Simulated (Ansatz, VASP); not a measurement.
# AlNi3 in VASP and in Ansatz

```
Al Ni
1.0
     0.00000    2.74585    2.74585
     2.80189   -0.05604    2.80189
     2.80189    2.80189   -0.05604
Al Ni
1 3
Cartesian
  2.8019 2.7459 2.7459
  1.4009 1.3729 1.3729
  0.0000 0.0000 0.0000
  4.2028 4.1188 4.1188
```

Change from the starting cell: strain -0.0400 x Voigt [0, 0, 0, 1, 0, 0], atoms carried along.

Alike in both runs: task single point; functional r2SCAN; k mesh 14 × 14 × 14; occupations gaussian, width 0.15 eV; no spin polarisation.

```csv
,VASP,Ansatz
version,VASP 6.6.1,Ansatz 0.2.0
potentials or method,"VASP PAW PBE potentials, release 64 (Al, Ni), cutoff 520 eV","scalar-relativistic, plane waves, PAW"
valence electrons in the cell,33,57
```

```csv
,VASP,Ansatz,Ansatz less VASP
gap on the k mesh at the Fermi level (eV),none,none,-
pressure (GPa),0.5,0.4,-0.12
"traceless stress, the component that is largest in VASP (GPa)",6.18,6.23,+0.049
rms of the force components (eV/Å),0.018,0.018,+0.0002
```

VASP's potentials were made for PBE, not for r2SCAN. Atom by atom the forces differ by 0.000 eV/Å (rms over components). A gap of «none» marks a metal or a gap that the smearing closes. With one functional, cell and mesh, what is left measures potentials, basis and numerics. VASP's potentials hold 33 valence electrons a cell and Ansatz's 57, so a difference there can come from the potentials and not from the codes.
